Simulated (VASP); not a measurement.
# GaN (P3m1) in VASP: further runs

The runs below take GaN through single point, with r2SCAN.

Program: VASP 6.6.1. These are calculated values, not measurements. Logs are shortened: lines on timing, memory, paths and dates and some standing lists are left out, and cuts for length are marked.

## (1) The cell of the first run

Symmetry: P3m1, No. 156, trigonal system. Conventional cell: a = 3.183 Å, b = 3.183 Å, c = 5.184 Å, α = 90.00°, β = 90.00°, γ = 120.00°. Within 2.6 Å of Ga (site symmetry 3m) lie 4 N at 1.93 to 1.95 Å. Within 2.6 Å of Ga (site symmetry 3m) lie 4 N at 1.94 to 1.98 Å. N (site symmetry 3m) has 4 Ga at 1.93 to 1.94 Å within 2.6 Å. Within 2.6 Å of N (site symmetry 3m) lie 4 Ga at 1.95 to 1.98 Å.

## (2) Single point, r2SCAN (mode 6 (335.5 1/cm) frozen in, largest displacement +0.025 Å)

POSCAR reads:

```
GaN
1.0
    3.1830984299      0.0000000000      0.0000000000
   -1.5915492150      2.7566441030      0.0000000000
    0.0000000000      0.0000000000      5.1835962425
Ga N
2 2
Direct
    0.3333333333      0.6666666667      1.0039330111
    0.6666666667      0.3333333333      0.4942871981
    0.3333333333      0.6666666667      0.3763309506
    0.6666666667      0.3333333333      0.8754488402
```

INCAR.step1 reads:

```
PREC = Accurate
ENCUT = 520
ISMEAR = 0
SIGMA = 0.05
LREAL = F
LASPH = T
NELM = 100
NBANDS = 26
GGA = PE
ALGO = Normal
EDIFF = 1E-4
LWAVE = T
LCHARG = F
```

INCAR.step2 reads:

```
PREC = Accurate
ENCUT = 520
EDIFF = 1E-7
ISMEAR = 0
SIGMA = 0.05
LREAL = F
LASPH = T
NELM = 100
ALGO = Normal
ISIF = 2
LWAVE = F
LCHARG = F
METAGGA = R2SCAN
LMIXTAU = T
NBANDS = 26
ISTART = 1
```

KPOINTS reads:

```
regular mesh
0
Gamma
  12 12 6
```

Potentials or basis: VASP PAW PBE potentials, release 64 (Ga_d, N).

Run with:

```bash
cat potpaw_PBE.64/Ga_d/POTCAR potpaw_PBE.64/N/POTCAR > POTCAR
cp INCAR.step1 INCAR
mpirun -np 1 vasp_std > vasp.out
cp INCAR.step2 INCAR
mpirun -np 1 vasp_std > vasp.out
```

OUTCAR:

```text
PREC = Accurate
   ENCUT = 520
   EDIFF = 1E-7
   ISMEAR = 0
   LREAL = F
   LASPH = T
   NELM = 100
   ISIF = 2
   METAGGA = R2SCAN
   ISTART = 1

 ion  position               nearest neighbor table
   1  0.333  0.667  0.004-   3 1.93   4 1.95   4 1.95   4 1.95
   2  0.667  0.333  0.494-   3 1.94   3 1.94   3 1.94   4 1.98
   3  0.333  0.667  0.376-   1 1.93   2 1.94   2 1.94   2 1.94
   4  0.667  0.333  0.875-   1 1.95   1 1.95   1 1.95   2 1.98

  LATTYP: Found a hexagonal cell.
 ALAT       =     3.1830984299
 C/A-ratio  =     1.6284750084

  Lattice vectors:

 A1 = (   3.1830984299,   0.0000000000,   0.0000000000)
 A2 = (  -1.5915492150,   2.7566441030,   0.0000000000)
 A3 = (   0.0000000000,   0.0000000000,   5.1835962425)

Analysis of symmetry for initial positions (statically):
=====================================================================
 Subroutine PRICEL returns:
 Original cell was already a primitive cell.

 Routine SETGRP: Setting up the symmetry group for a
 hexagonal supercell.

 Subroutine GETGRP returns: Found  6 space group operations
 (whereof  6 operations were pure point group operations)
 out of a pool of 24 trial point group operations.

The static configuration has the point symmetry C_3v.

Analysis of symmetry for dynamics (positions and initial velocities):
=====================================================================
 Subroutine PRICEL returns:
 Original cell was already a primitive cell.

 Routine SETGRP: Setting up the symmetry group for a
 hexagonal supercell.

 Subroutine GETGRP returns: Found  6 space group operations
 (whereof  6 operations were pure point group operations)
 out of a pool of 24 trial point group operations.

The dynamic configuration has the point symmetry C_3v.

 Subroutine INISYM returns: Found  6 space group operations
 (whereof  6 operations are pure point group operations),
 and found     1 'primitive' translations

----------------------------------------------------------------------------------------

                                     Primitive cell

  volume of cell :      45.4843

  direct lattice vectors                    reciprocal lattice vectors
     3.183098430  0.000000000  0.000000000     0.314159308  0.181379961  0.000000000
    -1.591549215  2.756644103  0.000000000     0.000000000  0.362759922  0.000000000
     0.000000000  0.000000000  5.183596243     0.000000000  0.000000000  0.192916260

  length of vectors
     3.183098430  3.183098430  5.183596243     0.362759922  0.362759922  0.192916260

  position of ions in fractional coordinates (direct lattice)
     0.333333333  0.666666667  0.003933011
     0.666666667  0.333333333  0.494287198
     0.333333333  0.666666667  0.376330951
     0.666666667  0.333333333  0.875448840

  ion indices of the primitive-cell ions
   primitive index   ion index
                 1           1
                 2           2
                 3           3
                 4           4

----------------------------------------------------------------------------------------

 KPOINTS: regular mesh

Automatic generation of k-mesh.
 Grid dimensions read from file:
 generate k-points for:   12   12    6

 Generating k-lattice:

  Cartesian coordinates                     Fractional coordinates (reciprocal lattice)
     0.026179942  0.015114997  0.000000000     0.083333333  0.000000000  0.000000000
     0.000000000  0.030229994  0.000000000     0.000000000  0.083333333  0.000000000
     0.000000000  0.000000000  0.032152710     0.000000000  0.000000000  0.166666667

  Length of vectors
     0.030229994  0.030229994  0.032152710

  Shift w.r.t. Gamma in fractional coordinates (k-lattice)
     0.000000000  0.000000000  0.000000000

 Subroutine IBZKPT returns following result:
 ===========================================

 Found    100 irreducible k-points:

 Following reciprocal coordinates:
            Coordinates               Weight
  0.000000  0.000000  0.000000      1.000000
  0.083333  0.000000  0.000000      6.000000
  0.166667  0.000000  0.000000      6.000000
  0.250000  0.000000  0.000000      6.000000
  0.333333  0.000000  0.000000      6.000000
  0.416667  0.000000  0.000000      6.000000
[... 16 lines left out ...]
  0.166667  0.000000  0.166667      6.000000
  0.000000  0.166667  0.166667      6.000000
 [... further k-points ...]
   k-points           NKPTS =    100   k-points in BZ     NKDIM =    100   number of bands    NBANDS=     26
   number of dos      NEDOS =    301   number of ions     NIONS =      4
   total plane-waves  NPLWV =  23040
   dimension x,y,z NGX =    24 NGY =   24 NGZ =   40
   dimension x,y,z NGXF=    48 NGYF=   48 NGZF=   80
   ions per type =               2   2
   NGX,Y,Z   is equivalent  to a cutoff of  12.53, 12.53, 12.83 a.u.
   NGXF,Y,Z  is equivalent  to a cutoff of  25.07, 25.07, 25.66 a.u.
 SYSTEM =  unknown system
   PREC   = accura    normal or accurate (medium, high low for compatibility)
   ISTART =      1    job   : 0-new  1-cont  2-samecut
   ICHARG =      0    charge: 1-file 2-atom 10-const
   ISPIN  =      1    spin polarized calculation?
   LNONCOLLINEAR =      F non collinear calculations
   LSORBIT =      F    spin-orbit coupling
   LASPH  =      T    aspherical Exc in radial PAW
   ENCUT  =  520.0 eV  38.22 Ry    6.18 a.u.   5.92  5.92  9.64*2*pi/ulx,y,z
   NELM   =    100;   NELMIN=  2; NELMDL=  0     # of ELM steps
   EDIFF  = 0.1E-06   stopping-criterion for ELM
   LREAL  =      F    real-space projection
   EDIFFG = 0.1E-05   stopping-criterion for IOM
   NSW    =      0    number of steps for IOM
   IBRION =     -1    ionic relax: 0-MD 1-quasi-New 2-CG
   NFREE  =      0    steps in history (QN), initial steepest desc. (CG)
   ISIF   =      2    stress and relaxation
   ISYM   =      2    0-nonsym 1-usesym 2-fastsym
   POTIM  = 0.5000    time-step for ionic-motion
   TEBEG  =    0.0;   TEEND  =   0.0 temperature during run
   PSTRESS=    0.0 pullay stress
   NELECT =      36.0000    total number of electrons
   NUPDOWN=      -1.0000    fix difference up-down
   EMIN   =  10.00;   EMAX   =-10.00  energy-range for DOS
   EFERMI =   0.00;   METHOD = LEGACY
   ISMEAR =     0;   SIGMA  =   0.05  broadening in eV -4-tet -1-fermi 0-gaus
   EFERMI_NEDOS =   21; number of points for ismear=-14 and -15
   IALGO  =     38    algorithm
   IMIX   =      4    mixing-type and parameters
     AMIX     =   0.40;   BMIX     =  1.00
     AMIX_MAG =   1.60;   BMIX_MAG =  1.00
  volume/ion in A,a.u.               =      11.37        76.74
  Fermi-wavevector in a.u.,A,eV,Ry     =   1.514334  2.861676 31.200984  2.293208
  Thomas-Fermi vector in A             =   2.624005
   LORBIT       =      0    0 simple, 1 ext, 2 COOP (PROOUT), +10 PAW based schemes
   METAGGA = R2SCAN    functional components
   LHFCALC =     F    Hartree Fock is set to
   AEXX    =    0.0000 exact exchange contribution
   IVDW    =     0    specifies the selected vdW correction
   LEPSILON=     F    determine dielectric tensor
   LRPA    =     F    only Hartree local field effects (RPA)
 non-spin polarized calculation
 Gauss-broadening in eV      SIGMA  =   0.05
  energy-cutoff  :      520.00
  volume of cell :       45.48
 maximum number of plane-waves:      1248
   NGX = 11   NGY = 11   NGZ = 19

 number of electron      36.0000002 magnetization

 Free energy of the ion-electron system (eV)
  ---------------------------------------------------
  ext. energy  EPLUGINS =         0.00000000
  ---------------------------------------------------
  free energy    TOTEN  =       -43.80346935 eV

  energy without entropy =      -43.80346935  energy(sigma->0) =      -43.80346935

 E-fermi :   5.3982     XC(G=0): -12.6638

 val. band max:        5.1281580567   @ k =   0.0000   0.0000   0.0000
 cond. band min:       7.4365966110   @ k =   0.0000   0.0000   0.0000
 fundamental gap:      2.3084385543
 Fermi energy:         5.3982048186

 k-point     1 :       0.0000    0.0000    0.0000
  band No.  band energies     occupation
      1     -11.7504      2.00000
      2     -10.6733      2.00000
      3      -8.7704      2.00000
      4      -8.7704      2.00000
      5      -8.7331      2.00000
      6      -8.5949      2.00000
[... 18 lines left out ...]
     25      17.5874      0.00000
     26      17.5874      0.00000

 k-point     2 :       0.0833    0.0000    0.0000
  band No.  band energies     occupation
      1     -11.6824      2.00000
      2     -10.6514      2.00000
      3      -8.7586      2.00000
      4      -8.7580      2.00000
      5      -8.7182      2.00000
      6      -8.5842      2.00000
[... 18 lines left out ...]
     25      17.2304      0.00000
     26      17.7502      0.00000

 k-point     3 :       0.1667    0.0000    0.0000
  band No.  band energies     occupation
      1     -11.4967      2.00000
      2     -10.5954      2.00000
      3      -8.7262      2.00000
      4      -8.7224      2.00000
      5      -8.6737      2.00000
      6      -8.5533      2.00000
[... 18 lines left out ...]
     25      17.2681      0.00000
     26      18.1274      0.00000

 k-point     4 :       0.2500    0.0000    0.0000
  band No.  band energies     occupation
      1     -11.2479      2.00000
      2     -10.5271      2.00000
      3      -8.6898      2.00000
      4      -8.6881      2.00000
      5      -8.6038      2.00000
      6      -8.5178      2.00000
[... 18 lines left out ...]
     25      17.2966      0.00000
     26      18.6506      0.00000
[... 496 lines left out ...]
      1     -11.6093      2.00000
      2     -10.6843      2.00000
      3      -8.7609      2.00000
      4      -8.7572      2.00000
      5      -8.6942      2.00000
      6      -8.5910      2.00000
[... 18 lines left out ...]
     25      17.0939      0.00000
     26      17.4645      0.00000

 k-point    23 :       0.1667    0.0000    0.1667
  band No.  band energies     occupation
      1     -11.4316      2.00000
      2     -10.6195      2.00000
      3      -8.7260      2.00000
      4      -8.7174      2.00000
      5      -8.6721      2.00000
      6      -8.5543      2.00000
[... 18 lines left out ...]
     25      16.8637      0.00000
     26      17.9511      0.00000

 k-point    24 :       0.0000    0.1667    0.1667
  band No.  band energies     occupation
      1     -11.4317      2.00000
      2     -10.6193      2.00000
      3      -8.7326      2.00000
      4      -8.7237      2.00000
      5      -8.6426      2.00000
      6      -8.5630      2.00000
[... 18 lines left out ...]
     25      16.8806      0.00000
     26      17.8646      0.00000

 [... further k-points ...]
[... 5 lines left out ...]
  --------------------------------------------------------------------------------------
  -------------------------------------------------------------------------------------
  Total        0.3576496      0.3576496      0.3566175     -0.0000000      0.0000000     -0.0000000
  in kB       12.5981388     12.5981388     12.5617844     -0.0000000      0.0000000     -0.0000000
  external PRESSURE =      12.5860206 kB  Pullay stress =       0.0000000 kB

 VOLUME and BASIS-vectors are now :
 -----------------------------------------------------------------------------
  energy-cutoff  :      520.00
  volume of cell :       45.48
      direct lattice vectors                 reciprocal lattice vectors
     3.183098430  0.000000000  0.000000000     0.314159308  0.181379961  0.000000000
    -1.591549215  2.756644103  0.000000000     0.000000000  0.362759922  0.000000000
     0.000000000  0.000000000  5.183596243     0.000000000  0.000000000  0.192916260

 POSITION                                       TOTAL-FORCE (eV/Angst)
 -----------------------------------------------------------------------------------
     -0.00000      1.83776      0.02039        -0.000000      0.000000     -0.735657
      1.59155      0.91888      2.56219         0.000000      0.000000      0.691461
     -0.00000      1.83776      1.95075         0.000000     -0.000000      0.015719
      1.59155      0.91888      4.53797         0.000000     -0.000000      0.028476
 -----------------------------------------------------------------------------------
    total drift:                                0.000003      0.000002     -0.011302

  FREE ENERGIE OF THE ION-ELECTRON SYSTEM (eV)
  ---------------------------------------------------
  free  energy   TOTEN  =       -43.8034693463 eV

  energy  without entropy=      -43.8034693463  energy(sigma->0) =      -43.80346935
```

It took 4.2 min on 1 thread of Intel Xeon Platinum 8488C (Sapphire Rapids), shared host; peak memory 0.23 GiB.

What came out:

```
Free energy            : -43.8035 eV
Pressure               : 1.3 GPa
Largest force          : 0.736 eV/Å
Band gap on the k mesh : 2.31 eV, direct
```

Forces on the atoms (eV/Å):
```
Ga   0.000  0.000 -0.736
Ga   0.000  0.000  0.691
N    0.000  0.000  0.016
N    0.000  0.000  0.028
```

Caveat: the cell differs from its parent crystal (mode 6 (335.5 1/cm) frozen in, largest displacement +0.025 Å); the PAW data sets were made with another functional, which shifts forces and pressure a little.

## (3) Single point, r2SCAN (mode 6 (335.5 1/cm) frozen in, largest displacement +0.050 Å)

POSCAR reads:

```
GaN
1.0
    3.1830984299      0.0000000000      0.0000000000
   -1.5915492150      2.7566441030      0.0000000000
    0.0000000000      0.0000000000      5.1835962425
Ga N
2 2
Direct
    0.3333333333      0.6666666667      1.0087559176
    0.6666666667      0.3333333333      0.4894642916
    0.3333333333      0.6666666667      0.3767720059
    0.6666666667      0.3333333333      0.8750077849
```

INCAR.step1 reads:

```
SYSTEM = GaN
ALGO = Normal
EDIFF = 1E-4
ENCUT = 520
GGA = PE
ISMEAR = 0
LASPH = .TRUE.
LCHARG = .FALSE.
LREAL = .FALSE.
LWAVE = .TRUE.
NBANDS = 26
NELM = 80
PREC = Accurate
SIGMA = 0.05
```

INCAR.step2 reads:

```
SYSTEM = GaN
ALGO = Normal
EDIFF = 1E-6
ENCUT = 520
ISIF = 2
ISMEAR = 0
ISTART = 1
LASPH = .TRUE.
LCHARG = .FALSE.
LMIXTAU = .TRUE.
LREAL = .FALSE.
LWAVE = .FALSE.
METAGGA = R2SCAN
NBANDS = 26
NELM = 80
PREC = Accurate
SIGMA = 0.05
```

KPOINTS reads:

```
k-points
0
G
  12 12 6
  0 0 0
```

Potentials or basis: VASP PAW PBE potentials, release 64 (Ga_d, N).

Run with:

```bash
cat potpaw_PBE.64/Ga_d/POTCAR potpaw_PBE.64/N/POTCAR > POTCAR
cp INCAR.step1 INCAR
mpirun -np 1 vasp_std > vasp.out
cp INCAR.step2 INCAR
mpirun -np 1 vasp_std > vasp.out
```

Wall time 5.3 min (1 thread of Intel Xeon 6975P-C, shared host); peak memory 0.24 GiB.

The run converged. Its results:

| Item | Value |
| --- | --- |
| Free energy | -43.7482 eV |
| Pressure | 1.5 GPa |
| Largest force | 1.579 eV/Å |
| Band gap on the k mesh | 2.21 eV, direct |

Forces in eV/Å, atoms in the order of the input:
```
Ga   0.000  0.000 -1.579
Ga   0.000  0.000  1.401
N    0.000  0.000  0.075
N    0.000  0.000  0.104
```

Stress tensor (GPa, compression positive):
```
1.42 0.00 0.00
0.00 1.42 0.00
0.00 0.00 1.64
```

Levels at points of the mesh, in eV from the valence-band top:
| k point | band 14 | band 15 | band 16 | band 17 | band 18 | band 19 | band 20 | band 21 | band 22 | band 23 |
| --- | --- | --- | --- | --- | --- | --- | --- | --- | --- | --- |
| (0.00, 0.00, 0.00) | -1.27 | -1.27 | -0.14 | 0.00 | 0.00 | 2.21 | 4.73 | 9.85 | 10.45 | 10.45 |
| (0.50, 0.00, 0.00) | -5.44 | -4.39 | -3.02 | -2.33 | -1.06 | 5.39 | 6.08 | 6.46 | 9.24 | 10.95 |
| (0.00, 0.00, 0.50) | -3.79 | -1.00 | -1.00 | -0.30 | -0.30 | 4.44 | 4.87 | 8.91 | 9.27 | 10.79 |
| (0.50, 0.00, 0.50) | -6.55 | -2.50 | -2.22 | -1.87 | -1.72 | 4.74 | 4.79 | 8.16 | 8.47 | 10.51 |

Caveat: the cell differs from its parent crystal (mode 6 (335.5 1/cm) frozen in, largest displacement +0.050 Å); the PAW data sets were made with another functional, which shifts forces and pressure a little.
